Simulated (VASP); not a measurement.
# BAs (sol) (F-43m) in VASP: notebook

The runs below take BAs (sol) through single point, relaxation of cell and atoms, with PBEsol.

All numbers are computed with VASP 6.6.1; they aren't measurements. Logs are shortened: lines on timing, memory, paths and dates and some standing lists are left out, and cuts for length are marked.

## Step 1: The cell of the first run

Symmetry: F-43m, No. 216, cubic system. Conventional cell: a = 4.768 Å, b = 4.768 Å, c = 4.768 Å, α = 90.00°, β = 90.00°, γ = 90.00°. B (site symmetry -43m) has 4 As at 2.06 Å within 2.7 Å. Within 2.7 Å of As (site symmetry -43m) lie 4 B at 2.06 Å.

## Step 2: Single point, PBEsol

File INCAR:

```
SYSTEM = BAs
ALGO = Normal ; EDIFF = 1E-6
ENCUT = 500 ; GGA = PS
GGA_COMPAT = .FALSE. ; ISIF = 2
ISMEAR = 0 ; LASPH = .TRUE.
LCHARG = .FALSE. ; LREAL = .FALSE.
LWAVE = .FALSE. ; NBANDS = 11
NELM = 120 ; PREC = Accurate
SIGMA = 0.02
```

File KPOINTS:

```
k-points
0
G
  10 10 10
  0 0 0
```

File POSCAR:

```
BAs
1.0
    0.0000000000      2.3838665921      2.3838665921
    2.3838665921      0.0000000000      2.3838665921
    2.3838665921      2.3838665921      0.0000000000
B As
1 1
Direct
    0.0000000000      0.0000000000      0.0000000000
    0.2500000000      0.2500000000      0.2500000000
```

Potentials or basis: VASP PAW PBE potentials, release 64 (B, As).

Launch:

```
cat potpaw_PBE.64/B/POTCAR potpaw_PBE.64/As/POTCAR > POTCAR
mpirun -np 1 vasp_std > vasp.out
```

OUTCAR:

```text
SYSTEM = BAs
   EDIFF = 1E-6
   ENCUT = 500
   GGA = PS
   ISIF = 2
   ISMEAR = 0
   LASPH = .TRUE.
   LREAL = .FALSE.
   NELM = 120
   PREC = Accurate

 ion  position               nearest neighbor table
   1  0.000  0.000  0.000-   2 2.06   2 2.06   2 2.06   2 2.06
   2  0.250  0.250  0.250-   1 2.06   1 2.06   1 2.06   1 2.06

  LATTYP: Found a face centered cubic cell.
 ALAT       =     4.7677331842

  Lattice vectors:

 A1 = (   0.0000000000,   2.3838665921,   2.3838665921)
 A2 = (   2.3838665921,   0.0000000000,   2.3838665921)
 A3 = (   2.3838665921,   2.3838665921,   0.0000000000)

Analysis of symmetry for initial positions (statically):
=====================================================================
 Subroutine PRICEL returns:
 Original cell was already a primitive cell.

 Routine SETGRP: Setting up the symmetry group for a
 face centered cubic supercell.

 Subroutine GETGRP returns: Found 24 space group operations
 (whereof 24 operations were pure point group operations)
 out of a pool of 48 trial point group operations.

The static configuration has the point symmetry T_d .

Analysis of symmetry for dynamics (positions and initial velocities):
=====================================================================
 Subroutine PRICEL returns:
 Original cell was already a primitive cell.

 Routine SETGRP: Setting up the symmetry group for a
 face centered cubic supercell.

 Subroutine GETGRP returns: Found 24 space group operations
 (whereof 24 operations were pure point group operations)
 out of a pool of 48 trial point group operations.

The dynamic configuration has the point symmetry T_d .

 Subroutine INISYM returns: Found 24 space group operations
 (whereof 24 operations are pure point group operations),
 and found     1 'primitive' translations

----------------------------------------------------------------------------------------

                                     Primitive cell

  volume of cell :      27.0942

  direct lattice vectors                    reciprocal lattice vectors
     0.000000000  2.383866592  2.383866592    -0.209743281  0.209743281  0.209743281
     2.383866592  0.000000000  2.383866592     0.209743281 -0.209743281  0.209743281
     2.383866592  2.383866592  0.000000000     0.209743281  0.209743281 -0.209743281

  length of vectors
     3.371296465  3.371296465  3.371296465     0.363286019  0.363286019  0.363286019

  position of ions in fractional coordinates (direct lattice)
     0.000000000  0.000000000  0.000000000
     0.250000000  0.250000000  0.250000000

  ion indices of the primitive-cell ions
   primitive index   ion index
                 1           1
                 2           2

----------------------------------------------------------------------------------------

 KPOINTS: k-points

Automatic generation of k-mesh.
 Grid dimensions read from file:
 generate k-points for:   10   10   10

 Generating k-lattice:

  Cartesian coordinates                     Fractional coordinates (reciprocal lattice)
    -0.020974328  0.020974328  0.020974328     0.100000000  0.000000000  0.000000000
     0.020974328 -0.020974328  0.020974328     0.000000000  0.100000000  0.000000000
     0.020974328  0.020974328 -0.020974328     0.000000000  0.000000000  0.100000000

  Length of vectors
     0.036328602  0.036328602  0.036328602

  Shift w.r.t. Gamma in fractional coordinates (k-lattice)
     0.000000000  0.000000000  0.000000000

 Subroutine IBZKPT returns following result:
 ===========================================

 Found     47 irreducible k-points:

 Following reciprocal coordinates:
            Coordinates               Weight
  0.000000  0.000000  0.000000      1.000000
  0.100000  0.000000  0.000000      8.000000
  0.200000  0.000000  0.000000      8.000000
  0.300000  0.000000  0.000000      8.000000
  0.400000  0.000000  0.000000      8.000000
  0.500000  0.000000  0.000000      4.000000
[... 16 lines left out ...]
  0.300000  0.300000  0.000000      6.000000
  0.400000  0.300000  0.000000     24.000000
 [... further k-points ...]
   k-points           NKPTS =     47   k-points in BZ     NKDIM =     47   number of bands    NBANDS=     11
   number of dos      NEDOS =    301   number of ions     NIONS =      2
   total plane-waves  NPLWV =  21952
   dimension x,y,z NGX =    28 NGY =   28 NGZ =   28
   dimension x,y,z NGXF=    56 NGYF=   56 NGZF=   56
   ions per type =               1   1
   NGX,Y,Z   is equivalent  to a cutoff of  13.81, 13.81, 13.81 a.u.
   NGXF,Y,Z  is equivalent  to a cutoff of  27.61, 27.61, 27.61 a.u.
 SYSTEM =  BAs
   PREC   = accura    normal or accurate (medium, high low for compatibility)
   ISTART =      0    job   : 0-new  1-cont  2-samecut
   ICHARG =      2    charge: 1-file 2-atom 10-const
   ISPIN  =      1    spin polarized calculation?
   LNONCOLLINEAR =      F non collinear calculations
   LSORBIT =      F    spin-orbit coupling
   LASPH  =      T    aspherical Exc in radial PAW
   ENCUT  =  500.0 eV  36.75 Ry    6.06 a.u.   6.15  6.15  6.15*2*pi/ulx,y,z
   NELM   =    120;   NELMIN=  2; NELMDL= -5     # of ELM steps
   EDIFF  = 0.1E-05   stopping-criterion for ELM
   LREAL  =      F    real-space projection
   EDIFFG = 0.1E-04   stopping-criterion for IOM
   NSW    =      0    number of steps for IOM
   IBRION =     -1    ionic relax: 0-MD 1-quasi-New 2-CG
   NFREE  =      0    steps in history (QN), initial steepest desc. (CG)
   ISIF   =      2    stress and relaxation
   ISYM   =      2    0-nonsym 1-usesym 2-fastsym
   POTIM  = 0.5000    time-step for ionic-motion
   TEBEG  =    0.0;   TEEND  =   0.0 temperature during run
   PSTRESS=    0.0 pullay stress
   NELECT =       8.0000    total number of electrons
   NUPDOWN=      -1.0000    fix difference up-down
   EMIN   =  10.00;   EMAX   =-10.00  energy-range for DOS
   EFERMI =   0.00;   METHOD = LEGACY
   ISMEAR =     0;   SIGMA  =   0.02  broadening in eV -4-tet -1-fermi 0-gaus
   EFERMI_NEDOS =   21; number of points for ismear=-14 and -15
   IALGO  =     38    algorithm
   IMIX   =      4    mixing-type and parameters
     AMIX     =   0.40;   BMIX     =  1.00
     AMIX_MAG =   1.60;   BMIX_MAG =  1.00
  volume/ion in A,a.u.               =      13.55        91.42
  Fermi-wavevector in a.u.,A,eV,Ry     =   1.090133  2.060053 16.169032  1.188390
  Thomas-Fermi vector in A             =   2.226351
   LORBIT       =      0    0 simple, 1 ext, 2 COOP (PROOUT), +10 PAW based schemes
   GGA     = PS    functional components
   LHFCALC =     F    Hartree Fock is set to
   AEXX    =    0.0000 exact exchange contribution
   IVDW    =     0    specifies the selected vdW correction
   LEPSILON=     F    determine dielectric tensor
   LRPA    =     F    only Hartree local field effects (RPA)
 non-spin polarized calculation
 Gauss-broadening in eV      SIGMA  =   0.02
  energy-cutoff  :      500.00
  volume of cell :       27.09
 maximum number of plane-waves:       701
 NGX is ok and might be reduce to    28
   NGX = 13   NGY = 13   NGZ = 13

 number of electron       8.0000000 magnetization

 Free energy of the ion-electron system (eV)
  ---------------------------------------------------
  ext. energy  EPLUGINS =         0.00000000
  ---------------------------------------------------
  free energy    TOTEN  =       -12.20310138 eV

  energy without entropy =      -12.20310138  energy(sigma->0) =      -12.20310138

 E-fermi :   6.2838     XC(G=0): -10.7558

 val. band max:        6.1084374590   @ k =   0.0000   0.0000   0.0000
 cond. band min:       7.1785572807   @ k =   0.4000   0.4000   0.0000
 fundamental gap:      1.0701198216
 Fermi energy:         6.2837971633

 k-point     1 :       0.0000    0.0000    0.0000
  band No.  band energies     occupation
      1      -9.3821      2.00000
      2       6.1084      2.00000
      3       6.1084      2.00000
      4       6.1084      2.00000
      5       9.3555      0.00000
      6       9.3555      0.00000
      7       9.3555      0.00000
      8      10.8642      0.00000
      9      15.4836      0.00000
     10      19.0632      0.00000
     11      19.0632      0.00000

 k-point     2 :       0.1000    0.0000    0.0000
  band No.  band energies     occupation
      1      -9.2166      2.00000
      2       4.6991      2.00000
      3       5.8016      2.00000
      4       5.8016      2.00000
      5       9.5131      0.00000
      6       9.7586      0.00000
      7       9.7586      0.00000
      8      11.7198      0.00000
      9      16.1449      0.00000
     10      17.9387      0.00000
     11      17.9387      0.00000

 k-point     3 :       0.2000    0.0000    0.0000
  band No.  band energies     occupation
      1      -8.7283      2.00000
      2       2.3129      2.00000
      3       5.2203      2.00000
      4       5.2203      2.00000
      5       9.3054      0.00000
      6      10.4796      0.00000
      7      10.4796      0.00000
      8      13.3046      0.00000
      9      17.1590      0.00000
     10      17.2054      0.00000
     11      17.2054      0.00000

 k-point     4 :       0.3000    0.0000    0.0000
  band No.  band energies     occupation
      1      -7.9531      2.00000
      2       0.0011      2.00000
      3       4.7083      2.00000
      4       4.7083      2.00000
      5       9.0370      0.00000
      6      10.8723      0.00000
      7      10.8723      0.00000
      8      14.5081      0.00000
      9      17.2952      0.00000
     10      17.6628      0.00000
     11      17.6628      0.00000
[... 239 lines left out ...]
 k-point    22 :      -0.2000    0.2000    0.0000
  band No.  band energies     occupation
      1      -7.6876      2.00000
      2       0.6069      2.00000
      3       1.9718      2.00000
      4       4.8020      2.00000
      5      10.0222      0.00000
      6      11.2095      0.00000
      7      12.0805      0.00000
      8      13.0737      0.00000
      9      15.9085      0.00000
     10      18.6281      0.00000
     11      20.2417      0.00000

 k-point    23 :       0.3000    0.3000    0.0000
  band No.  band energies     occupation
      1      -7.4509      2.00000
      2       0.8872      2.00000
      3       2.8771      2.00000
      4       2.8771      2.00000
      5       7.4126      0.00000
      6       9.6610      0.00000
      7      14.5747      0.00000
      8      14.5747      0.00000
      9      17.1022      0.00000
     10      21.0737      0.00000
     11      21.2202      0.00000

 k-point    24 :       0.4000    0.3000    0.0000
  band No.  band energies     occupation
      1      -6.7162      2.00000
      2      -0.3681      2.00000
      3       2.0744      2.00000
      4       2.5780      2.00000
      5       7.7119      0.00000
      6       9.4021      0.00000
      7      14.9522      0.00000
      8      15.1877      0.00000
      9      18.1478      0.00000
     10      21.8671      0.00000
     11      21.9894      0.00000

 [... further k-points ...]

------------------------ aborting loop because EDIFF is reached ----------------------------------------

  FORCE on cell =-STRESS in cart. coord.  units (eV):
  Direction    XX          YY          ZZ          XY          YZ          ZX
  --------------------------------------------------------------------------------------
  -------------------------------------------------------------------------------------
  Total        0.1510149      0.1510149      0.1510149      0.0000000     -0.0000000      0.0000000
  in kB        8.9300635      8.9300635      8.9300635      0.0000000     -0.0000000      0.0000000
  external PRESSURE =       8.9300635 kB  Pullay stress =       0.0000000 kB

 VOLUME and BASIS-vectors are now :
 -----------------------------------------------------------------------------
  energy-cutoff  :      500.00
  volume of cell :       27.09
      direct lattice vectors                 reciprocal lattice vectors
     0.000000000  2.383866592  2.383866592    -0.209743281  0.209743281  0.209743281
     2.383866592  0.000000000  2.383866592     0.209743281 -0.209743281  0.209743281
     2.383866592  2.383866592  0.000000000     0.209743281  0.209743281 -0.209743281

 POSITION                                       TOTAL-FORCE (eV/Angst)
 -----------------------------------------------------------------------------------
      0.00000      0.00000      0.00000         0.000000      0.000000      0.000000
      1.19193      1.19193      1.19193        -0.000000     -0.000000     -0.000000
 -----------------------------------------------------------------------------------
    total drift:                               -0.000000     -0.000000     -0.000000

  FREE ENERGIE OF THE ION-ELECTRON SYSTEM (eV)
  ---------------------------------------------------
  free  energy   TOTEN  =       -12.2031013832 eV

  energy  without entropy=      -12.2031013832  energy(sigma->0) =      -12.20310138
```

Wall time 11 s (1 thread of Intel Xeon Platinum 8488C (Sapphire Rapids), shared host); peak memory 0.16 GiB.

What came out:

* Free energy: -12.2031 eV
* Pressure: 0.9 GPa
* Band gap on the k mesh: 1.07 eV, indirect (least direct gap 3.25 eV)

Levels at points of the mesh, in eV from the valence-band top:
```
           k point  band 1  band 2  band 3  band 4  band 5  band 6  band 7  band 8  band 9
(0.00, 0.00, 0.00)  -15.49    0.00    0.00    0.00    3.25    3.25    3.25    4.76    9.38
(0.50, 0.00, 0.00)  -12.58   -8.88   -1.84   -1.84    2.69    4.73    4.73    8.72   12.60
(0.50, 0.50, 0.00)  -11.27   -8.57   -4.13   -4.13    1.31    1.33   11.40   11.40   12.83
```

Caveat: the PAW data sets were made with another functional, which shifts forces and pressure a little. A k mesh can miss the band edges.

## Step 3: Relaxation of cell and atoms, PBEsol

This run uses another cell than the first one, of 13.63 Å³/atom, 1.006 times its volume.

File INCAR:

```
SYSTEM = BAs
PREC = Accurate
ENCUT = 500
EDIFF = 1E-7
ISMEAR = 0
SIGMA = 0.02
LREAL = .False.
LASPH = .True.
NELM = 120
ALGO = Normal
ISIF = 3
LWAVE = .False.
LCHARG = .False.
GGA = PS
IBRION = 2
NSW = 100
EDIFFG = -0.002
GGA_COMPAT = .False.
NELMIN = 4
```

File KPOINTS:

```
Automatic mesh
0
Gamma
  10 10 10
  0 0 0
```

File POSCAR:

```
BAs
1.0
    0.0000000000      2.3885000000      2.3885000000
    2.3885000000      0.0000000000      2.3885000000
    2.3885000000      2.3885000000      0.0000000000
B As
1 1
Direct
    0.0000000000      0.0000000000      0.0000000000
    0.2500000000      0.2500000000      0.2500000000
```

Potentials or basis: VASP PAW PBE potentials, release 64 (B, As).

Launch:

```
cat potpaw_PBE.64/B/POTCAR potpaw_PBE.64/As/POTCAR > POTCAR
mpirun -np 1 vasp_std > vasp.out
```

Wall time 17 s (1 thread of Intel Xeon Platinum 8488C (Sapphire Rapids), shared host); peak memory 0.16 GiB.

Results (log left out):

```
Free energy                            : -12.2036 eV
Relaxed volume                         : 13.63 Å³/atom
Relaxed cell                           : a = 3.378 Å, b = 3.378 Å, c = 3.378 Å, α = 60.00°, β = 60.00°, γ = 60.00°
Space group after relaxing (to 0.05 Å) : F-43m (No. 216)
Energy gained by relaxing              : 0.0 meV/atom
Ionic steps                            : 3
Pressure after relaxing                : 0.0 GPa
Band gap on the k mesh                 : 1.08 eV, indirect (least direct gap 3.24 eV)
```

Final structure:
```cif
data_structure
_symmetry_space_group_name_H-M 'P 1'
_symmetry_Int_Tables_number 1
_cell_length_a 3.3783
_cell_length_b 3.3783
_cell_length_c 3.3783
_cell_angle_alpha 60.000
_cell_angle_beta 60.000
_cell_angle_gamma 60.000
_cell_volume 27.26
loop_
_atom_site_label
_atom_site_type_symbol
_atom_site_fract_x
_atom_site_fract_y
_atom_site_fract_z
_atom_site_occupancy
B1 B 0.00000 0.00000 0.00000 1
As1 As 0.25000 0.25000 0.25000 1
```

Levels at points of the mesh, in eV from the valence-band top:
```csv
k point,band 1,band 2,band 3,band 4,band 5,band 6,band 7,band 8
"(0.00, 0.00, 0.00)",-15.43,0.00,0.00,0.00,3.24,3.24,3.24,4.68
"(0.50, 0.00, 0.00)",-12.55,-8.83,-1.83,-1.83,2.65,4.73,4.73,8.71
"(0.50, 0.50, 0.00)",-11.24,-8.53,-4.10,-4.10,1.31,1.34,11.34,11.34
```

Caveat: the PAW data sets were made with another functional, which shifts forces and pressure a little.
